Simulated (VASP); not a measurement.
# Rh (P6_3/mmc) in VASP: notebook, part 2 of 2

VASP 6.6.1.

## 3. Single point, LDA

This run uses another cell than the first one, of 14.08 Å³/atom, 1.020 times its volume.

INCAR reads:

```
SYSTEM = Rh
  PREC = Accurate
  ENCUT = 520
  EDIFF = 1E-7
  ISMEAR = -1
  SIGMA = 0.05
  LREAL = .False.
  LASPH = .True.
  NELM = 80
  ALGO = Normal
  ISIF = 2
  LWAVE = .False.
  LCHARG = .False.
  NBANDS = 38
```

KPOINTS reads:

```
Automatic mesh
0
Gamma
  10 10 3
  0 0 0
```

POSCAR reads:

```
Rh
1.0
    2.7095712628      0.0000000000      0.0000000000
   -1.3547856314      2.3465575455      0.0000000000
    0.0000000000      0.0000000000      8.8563371932
Rh
4
Direct
    0.0000000000      0.0000000000      0.0000000000
    0.3333333333      0.6666666667      0.2500000000
    0.0000000000      0.0000000000      0.5000000000
    0.6666666667      0.3333333333      0.7500000000
```

Potentials or basis: VASP PAW LDA potentials, release 64 (Rh_pv).

Run with:

```console
cat potpaw_LDA.64/Rh_pv/POTCAR > POTCAR
mpirun -np 1 vasp_std > vasp.out
```

OUTCAR:

```text
SYSTEM = Rh
   PREC = Accurate
   ENCUT = 520
   EDIFF = 1E-7
   ISMEAR = -1
   LREAL = .False.
   LASPH = .True.
   NELM = 80
   ISIF = 2

 ion  position               nearest neighbor table
   1  0.000  0.000  0.000-   2 2.71   4 2.71   4 2.71   2 2.71   4 2.71   2 2.71
   2  0.333  0.667  0.250-   1 2.71   3 2.71   1 2.71   3 2.71   1 2.71   3 2.71
   3  0.000  0.000  0.500-   2 2.71   4 2.71   4 2.71   2 2.71   4 2.71   2 2.71
   4  0.667  0.333  0.750-   1 2.71   3 2.71   1 2.71   3 2.71   1 2.71   3 2.71

  LATTYP: Found a hexagonal cell.
 ALAT       =     2.7095712628
 C/A-ratio  =     3.2685382056

  Lattice vectors:

 A1 = (   2.7095712628,   0.0000000000,   0.0000000000)
 A2 = (  -1.3547856314,   2.3465575455,   0.0000000000)
 A3 = (   0.0000000000,   0.0000000000,   8.8563371932)

Analysis of symmetry for initial positions (statically):
=====================================================================
 Subroutine PRICEL returns:
 Original cell was already a primitive cell.

 Routine SETGRP: Setting up the symmetry group for a
 hexagonal supercell.

 Subroutine GETGRP returns: Found 24 space group operations
 (whereof 12 operations were pure point group operations)
 out of a pool of 24 trial point group operations.

The static configuration has the point symmetry D_3d.
 The point group associated with its full space group is D_6h.

Analysis of symmetry for dynamics (positions and initial velocities):
=====================================================================
 Subroutine PRICEL returns:
 Original cell was already a primitive cell.

 Routine SETGRP: Setting up the symmetry group for a
 hexagonal supercell.

 Subroutine GETGRP returns: Found 24 space group operations
 (whereof 12 operations were pure point group operations)
 out of a pool of 24 trial point group operations.

The dynamic configuration has the point symmetry D_3d.
 The point group associated with its full space group is D_6h.

 Subroutine INISYM returns: Found 24 space group operations
[... 119 lines left out ...]
   IMIX   =      4    mixing-type and parameters
     AMIX     =   0.40;   BMIX     =  1.00
     AMIX_MAG =   1.60;   BMIX_MAG =  1.00
  volume/ion in A,a.u.               =      14.08        95.00
  Fermi-wavevector in a.u.,A,eV,Ry     =   1.672104  3.159818 38.040959  2.795932
  Thomas-Fermi vector in A             =   2.757310
   LORBIT       =      0    0 simple, 1 ext, 2 COOP (PROOUT), +10 PAW based schemes
   GGA     = CA    functional components
   LHFCALC =     F    Hartree Fock is set to
   AEXX    =    0.0000 exact exchange contribution
   IVDW    =     0    specifies the selected vdW correction
   LEPSILON=     F    determine dielectric tensor
   LRPA    =     F    only Hartree local field effects (RPA)
 non-spin polarized calculation
  energy-cutoff  :      520.00
  volume of cell :       56.31
 maximum number of plane-waves:      1536
   NGX = 11   NGY = 11   NGZ = 33

 number of electron      59.9999993 magnetization

 Free energy of the ion-electron system (eV)
  ---------------------------------------------------
  ext. energy  EPLUGINS =         0.00000000
  ---------------------------------------------------
  free energy    TOTEN  =       -34.53961797 eV

  energy without entropy =      -34.48792139  energy(sigma->0) =      -34.51376968

 E-fermi :  11.3261     XC(G=0): -14.2018

 val. band max:       11.3121913707   @ k =   0.3000   0.1000   0.3333
 cond. band min:      11.3382864581   @ k =   0.4000  -0.0000   0.3333
 fundamental gap:      0.0260950874
 Fermi energy:        11.3261034039

 k-point     1 :       0.0000    0.0000    0.0000
  band No.  band energies     occupation
      1     -35.5245      2.00000
      2     -35.1920      2.00000
      3     -35.1830      2.00000
      4     -34.9472      2.00000
      5     -34.9472      2.00000
      6     -34.9107      2.00000
[... 973 lines left out ...]
     37      20.2174      0.00000
     38      20.2765      0.00000

 [... further k-points ...]

------------------------ aborting loop because EDIFF is reached ----------------------------------------

  FORCE on cell =-STRESS in cart. coord.  units (eV):
  Direction    XX          YY          ZZ          XY          YZ          ZX
  --------------------------------------------------------------------------------------
  -------------------------------------------------------------------------------------
  Total       -5.6211673     -5.6211673     -5.4479874     -0.0000000      0.0000000      0.0000000
  in kB     -159.9378167   -159.9378165   -155.0103692     -0.0000000      0.0000000      0.0000000
  external PRESSURE =    -158.2953341 kB  Pullay stress =       0.0000000 kB

 VOLUME and BASIS-vectors are now :
 -----------------------------------------------------------------------------
  energy-cutoff  :      520.00
  volume of cell :       56.31
      direct lattice vectors                 reciprocal lattice vectors
     2.709571263  0.000000000  0.000000000     0.369062078  0.213078090  0.000000000
    -1.354785631  2.346557546  0.000000000     0.000000000  0.426156180  0.000000000
     0.000000000  0.000000000  8.856337193     0.000000000  0.000000000  0.112913497

 POSITION                                       TOTAL-FORCE (eV/Angst)
 -----------------------------------------------------------------------------------
      0.00000      0.00000      0.00000        -0.000000      0.000000     -0.000000
     -0.00000      1.56437      2.21408         0.000000     -0.000000      0.000000
      0.00000      0.00000      4.42817        -0.000000      0.000000     -0.000000
      1.35479      0.78219      6.64225        -0.000000      0.000000      0.000000
 -----------------------------------------------------------------------------------
    total drift:                                0.000000     -0.000000      0.000000

  FREE ENERGIE OF THE ION-ELECTRON SYSTEM (eV)
  ---------------------------------------------------
  free  energy   TOTEN  =       -34.5396179703 eV

  energy  without entropy=      -34.4879213944  energy(sigma->0) =      -34.51376968
```

stdout:

```text
POSCAR found type information on POSCAR Rh
 POSCAR found :  1 types and       4 ions
 scaLAPACK will be used
 LDA part: xc-table for (Slater(with rela. corr.)+CA(PZ))
 , standard interpolation
 POSCAR, INCAR and KPOINTS ok, starting setup
 FFT: planning ... GRIDC
 FFT: planning ... GRID_SOFT
 FFT: planning ... GRID
 WAVECAR not read
 entering main loop
```

Run time: 91 s. Hardware: 1 thread of Intel Xeon 8259CL, shared host; peak memory 0.17 GiB.

What came out:

| Property | Result |
| --- | --- |
| Free energy | -34.5396 eV |
| Pressure | -15.8 GPa |
| Band gap on the k mesh | zero (band 30 reaches 12.09 eV, above the bottom of band 31 at 10.31 eV) |

Stress tensor (GPa, compression positive):
```
-15.99   0.00   0.00
  0.00 -15.99   0.00
  0.00   0.00 -15.50
```

Levels at points of the mesh, in eV from the Fermi level:
```csv
k point,band 25,band 26,band 27,band 28,band 29,band 30,band 31,band 32,band 33,band 34
"(0.00, 0.00, 0.00)",-2.70,-2.60,-2.60,-1.42,-1.42,-0.85,-0.85,-0.36,-0.36,0.38
"(0.50, 0.00, 0.00)",-1.53,0.50,0.51,0.55,0.60,0.77,0.77,0.80,1.19,2.20
```

## 4. Single point, LDA

This run uses another cell than the first one, of 14.35 Å³/atom, 1.040 times its volume.

INCAR reads:

```
PREC = Accurate ; ENCUT = 520
EDIFF = 1E-7 ; ISMEAR = -1
SIGMA = 0.05 ; LREAL = False
LASPH = True ; NELM = 80
ALGO = Normal ; ISIF = 2
LWAVE = False ; LCHARG = False
GGA = CA ; NBANDS = 38
```

KPOINTS reads:

```
Automatic mesh
0
Gamma
  10 10 3
```

POSCAR reads:

```
Rh
1.0
    2.7271663744      0.0000000000      0.0000000000
   -1.3635831872      2.3617953592      0.0000000000
    0.0000000000      0.0000000000      8.9138474877
Rh
4
Direct
    0.0000000000      0.0000000000      0.0000000000
    0.3333333333      0.6666666667      0.2500000000
    0.0000000000      0.0000000000      0.5000000000
    0.6666666667      0.3333333333      0.7500000000
```

Potentials or basis: VASP PAW LDA potentials, release 64 (Rh_pv).

Run with:

```console
cat potpaw_LDA.64/Rh_pv/POTCAR > POTCAR
mpirun -np 1 vasp_std > vasp.out
```

OUTCAR:

```text
PREC = Accurate
   ENCUT = 520
   EDIFF = 1E-7
   ISMEAR = -1
   LREAL = False
   LASPH = True
   NELM = 80
   ISIF = 2
   GGA = CA

 ion  position               nearest neighbor table
   1  0.000  0.000  0.000-   2 2.73   4 2.73   4 2.73   2 2.73   4 2.73   2 2.73
   2  0.333  0.667  0.250-   1 2.73   3 2.73   1 2.73   3 2.73   1 2.73   3 2.73
   3  0.000  0.000  0.500-   2 2.73   4 2.73   4 2.73   2 2.73   4 2.73   2 2.73
   4  0.667  0.333  0.750-   1 2.73   3 2.73   1 2.73   3 2.73   1 2.73   3 2.73

  LATTYP: Found a hexagonal cell.
[... 1185 lines left out ...]
  --------------------------------------------------------------------------------------
  -------------------------------------------------------------------------------------
  Total       -7.2494347     -7.2494347     -7.0845354      0.0000000      0.0000000     -0.0000000
  in kB     -202.2998811   -202.2998808   -197.6982646      0.0000000      0.0000000     -0.0000000
  external PRESSURE =    -200.7660089 kB  Pullay stress =       0.0000000 kB

 VOLUME and BASIS-vectors are now :
 -----------------------------------------------------------------------------
  energy-cutoff  :      520.00
  volume of cell :       57.41
      direct lattice vectors                 reciprocal lattice vectors
     2.727166374  0.000000000  0.000000000     0.366680966  0.211703354  0.000000000
    -1.363583187  2.361795359  0.000000000     0.000000000  0.423406709  0.000000000
     0.000000000  0.000000000  8.913847488     0.000000000  0.000000000  0.112185002

 POSITION                                       TOTAL-FORCE (eV/Angst)
 -----------------------------------------------------------------------------------
      0.00000      0.00000      0.00000         0.000000      0.000000      0.000000
     -0.00000      1.57453      2.22846         0.000000      0.000000     -0.000000
      0.00000      0.00000      4.45692         0.000000      0.000000      0.000000
      1.36358      0.78727      6.68539        -0.000000      0.000000      0.000000
 -----------------------------------------------------------------------------------
    total drift:                                0.000000     -0.000000      0.000000

  FREE ENERGIE OF THE ION-ELECTRON SYSTEM (eV)
  ---------------------------------------------------
  free  energy   TOTEN  =       -34.4163029691 eV

  energy  without entropy=      -34.3630467587  energy(sigma->0) =      -34.38967486
```

OSZICAR:

```text
N       E                     dE             d eps       ncg     rms          rms(c)
DAV:   1     0.767191613458E+03    0.76719E+03   -0.36615E+04  2168   0.181E+03
DAV:   2    -0.107454170865E+02   -0.77794E+03   -0.75466E+03  2224   0.568E+02
DAV:   3    -0.364557021108E+02   -0.25710E+02   -0.24870E+02  2344   0.111E+02
DAV:   4    -0.367235627608E+02   -0.26786E+00   -0.26693E+00  2358   0.114E+01
DAV:   5    -0.367277395436E+02   -0.41768E-02   -0.41767E-02  2388   0.147E+00    0.191E+01
DAV:   6    -0.345013093410E+02    0.22264E+01   -0.73329E+00  2320   0.200E+01    0.594E+00
DAV:   7    -0.344662171261E+02    0.35092E-01   -0.26827E-01  2320   0.535E+00    0.325E+00
DAV:   8    -0.344745218076E+02   -0.83047E-02   -0.53978E-01  2272   0.751E+00    0.287E+00
DAV:   9    -0.344166051529E+02    0.57917E-01   -0.17271E-01  2278   0.394E+00    0.415E-01
DAV:  10    -0.344163674438E+02    0.23771E-03   -0.35430E-03  2296   0.476E-01    0.979E-02
DAV:  11    -0.344163100185E+02    0.57425E-04   -0.26845E-04  2358   0.143E-01    0.268E-02
DAV:  12    -0.344163034711E+02    0.65474E-05   -0.46596E-05  2382   0.732E-02    0.748E-03
DAV:  13    -0.344163029521E+02    0.51903E-06   -0.30213E-06  2302   0.146E-02    0.474E-03
DAV:  14    -0.344163029691E+02   -0.16969E-07   -0.88048E-08  1348   0.273E-03
   1 F= -.34416303E+02 E0= -.34389675E+02  d E =-.532562E-01
```

stdout:

```text
POSCAR found type information on POSCAR Rh
 POSCAR found :  1 types and       4 ions
 scaLAPACK will be used
 LDA part: xc-table for (Slater(with rela. corr.)+CA(PZ))
 , standard interpolation
 POSCAR, INCAR and KPOINTS ok, starting setup
 FFT: planning ... GRIDC
 FFT: planning ... GRID_SOFT
 FFT: planning ... GRID
 WAVECAR not read
 entering main loop
```

It took 78 s on 1 thread of Intel Xeon 8259CL, shared host; peak memory 0.17 GiB.

What came out:

```
Free energy            : -34.4163 eV
Pressure               : -20.1 GPa
Band gap on the k mesh : zero (band 30 reaches 11.71 eV, above the bottom of band 31 at 9.99 eV)
```

Levels at points of the mesh, in eV from the Fermi level:
```csv
k point,band 25,band 26,band 27,band 28,band 29,band 30,band 31,band 32,band 33,band 34
"(0.00, 0.00, 0.00)",-2.62,-2.52,-2.52,-1.37,-1.37,-0.82,-0.82,-0.35,-0.35,0.37
"(0.50, 0.00, 0.00)",-1.48,0.49,0.49,0.53,0.58,0.74,0.74,0.78,1.20,2.19
```

## 5. Single point, LDA

This run uses another cell than the first one, of 14.63 Å³/atom, 1.060 times its volume.

INCAR reads:

```
PREC = Accurate
ENCUT = 520
EDIFF = 1E-6
ISMEAR = -1
SIGMA = 0.05
LREAL = F
LASPH = T
NELM = 100
ALGO = Normal
ISIF = 2
LWAVE = F
LCHARG = F
NBANDS = 38
```

KPOINTS reads:

```
regular mesh
0
Gamma
  10 10 3
```

POSCAR reads:

```
Rh
1.0
    2.7445373292      0.0000000000      0.0000000000
   -1.3722686646      2.3768390473      0.0000000000
    0.0000000000      0.0000000000      8.9706251171
Rh
4
Direct
    0.0000000000      0.0000000000      0.0000000000
    0.3333333333      0.6666666667      0.2500000000
    0.0000000000      0.0000000000      0.5000000000
    0.6666666667      0.3333333333      0.7500000000
```

Potentials or basis: VASP PAW LDA potentials, release 64 (Rh_pv).

Run with:

```console
cat potpaw_LDA.64/Rh_pv/POTCAR > POTCAR
mpirun -np 1 vasp_std > vasp.out
```

OUTCAR:

```text
PREC = Accurate
   ENCUT = 520
   EDIFF = 1E-6
   ISMEAR = -1
   LREAL = F
   LASPH = T
   NELM = 100
   ISIF = 2

 ion  position               nearest neighbor table
   1  0.000  0.000  0.000-   2 2.75   4 2.75   4 2.75   2 2.75   4 2.75   2 2.75
   2  0.333  0.667  0.250-   1 2.75   3 2.75   1 2.75   3 2.75   1 2.75   3 2.75
   3  0.000  0.000  0.500-   2 2.75   4 2.75   4 2.75   2 2.75   4 2.75   2 2.75
   4  0.667  0.333  0.750-   1 2.75   3 2.75   1 2.75   3 2.75   1 2.75   3 2.75

  LATTYP: Found a hexagonal cell.
[... 1185 lines left out ...]
  --------------------------------------------------------------------------------------
  -------------------------------------------------------------------------------------
  Total       -8.7469063     -8.7469063     -8.5845069      0.0000000      0.0000000      0.0000000
  in kB     -239.4823071   -239.4823068   -235.0359601      0.0000000      0.0000000      0.0000000
  external PRESSURE =    -238.0001914 kB  Pullay stress =       0.0000000 kB

 VOLUME and BASIS-vectors are now :
 -----------------------------------------------------------------------------
  energy-cutoff  :      520.00
  volume of cell :       58.52
      direct lattice vectors                 reciprocal lattice vectors
     2.744537329  0.000000000  0.000000000     0.364360138  0.210363424  0.000000000
    -1.372268665  2.376839047  0.000000000     0.000000000  0.420726848  0.000000000
     0.000000000  0.000000000  8.970625117     0.000000000  0.000000000  0.111474952

 POSITION                                       TOTAL-FORCE (eV/Angst)
 -----------------------------------------------------------------------------------
      0.00000      0.00000      0.00000         0.000000      0.000000      0.000000
     -0.00000      1.58456      2.24266         0.000000     -0.000000      0.000000
      0.00000      0.00000      4.48531        -0.000000      0.000000      0.000000
      1.37227      0.79228      6.72797         0.000000     -0.000000     -0.000000
 -----------------------------------------------------------------------------------
    total drift:                                0.000000     -0.000000      0.000000

  FREE ENERGIE OF THE ION-ELECTRON SYSTEM (eV)
  ---------------------------------------------------
  free  energy   TOTEN  =       -34.2656216779 eV

  energy  without entropy=      -34.2107724469  energy(sigma->0) =      -34.23819706
```

Wall time 81 s (1 thread of Intel Xeon 8259CL, shared host); peak memory 0.17 GiB.

What came out:

- Free energy: -34.2656 eV
- Pressure: -23.8 GPa
- Band gap on the k mesh: zero (band 30 reaches 11.35 eV, above the bottom of band 31 at 9.68 eV)

## 6. Overview

| cell | gap on the mesh (eV) | pressure (GPa) |
| --- | --- | --- |
| a = 2.692, b = 2.692, c = 8.798 Å, angles 90.0, 90.0, 120.0°, 4 atoms | none | -11.0 |
| a = 2.710, b = 2.710, c = 8.856 Å, angles 90.0, 90.0, 120.0°, 4 atoms | none | -15.8 |
| a = 2.727, b = 2.727, c = 8.914 Å, angles 90.0, 90.0, 120.0°, 4 atoms | none | -20.1 |
| a = 2.745, b = 2.745, c = 8.971 Å, angles 90.0, 90.0, 120.0°, 4 atoms | none | -23.8 |

Alike in all rows: task single point; level LDA; potentials or basis VASP PAW LDA potentials, release 64 (Rh_pv); no spin polarisation; k mesh 10 × 10 × 3; cutoff (eV) 520; smearing fermi-dirac 0.05 eV.

Absolute energies hang on the potentials; compare differences alone.
